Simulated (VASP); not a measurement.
Write the native input for VASP 6.6.1 that does the following.

```yaml
Task: electric field gradients
Functional: PBEsol
Potentials_or_basis: VASP PAW PBE potentials, release 64 (Hg)
Cutoff: 520 eV
k_mesh: 8 × 8 × 9
Occupations: fermi-dirac, width 0.05 eV
Spin: no spin polarisation
Dipole_correction: no
Further_INCAR_settings: ALGO = Normal; EDIFF = 1e-08; NBANDS = 25
```

The structure of Hg lies in POSCAR:

```
Hg
1.0
    4.5400020208      0.0000000000      0.0000000000
   -2.2700010104      3.9317570832      0.0000000000
    0.0000000000      0.0000000000      3.8700000000
Hg
3
Direct
    0.3333333333      0.6666666667      0.5000000000
    0.0000000000      0.0000000000      0.0000000000
    0.6666666667      0.3333333333      0.5000000000
```

One way to write it, as run:

INCAR

```
PREC     = Accurate       # precision mode
ENCUT    = 520            # plane-wave cutoff, eV
EDIFF    = 1E-8           # SCF threshold, eV
ISMEAR   = -1             # smearing method
SIGMA    = 0.05           # smearing width, eV
LREAL    = False          # projectors in reciprocal space
LASPH    = True           # aspherical terms in the spheres
NELM     = 60             # most SCF steps
ALGO     = Normal         # electronic algorithm
ISIF     = 2              # what is computed and relaxed
LWAVE    = False          # write WAVECAR
LCHARG   = False          # write CHGCAR
GGA      = PS             # functional
LEFG     = True         
NBANDS   = 25             # bands
```

KPOINTS

```
Automatic mesh
0
Gamma
  8 8 9
```

Potentials or basis: VASP PAW PBE potentials, release 64 (Hg).

The run is started by

```bash
$ cat potpaw_PBE.64/Hg/POTCAR > POTCAR
$ mpirun -np 1 vasp_std > vasp.out
```

Results of the run:

* Pressure: 8.6 GPa
* Band gap on the k mesh: zero (bands 18 and 19 overlap by 5.11 eV)
* Largest electric field gradient by atom: Hg +338.4, +33.6 (each value once) V/Å²

Caveat: the cell stands under pressure; without QUAD_EFG the Cq values of the log hold for a quadrupole moment of 1 mb, not for the nuclei; the PAW data sets were made with another functional, which shifts forces and pressure a little; spin-orbit coupling is left out, which moves the levels of the heavy elements.

Wall time 2.1 min on 1 thread of Intel Xeon 8259CL, on a shared host, peak memory 0.22 GiB.
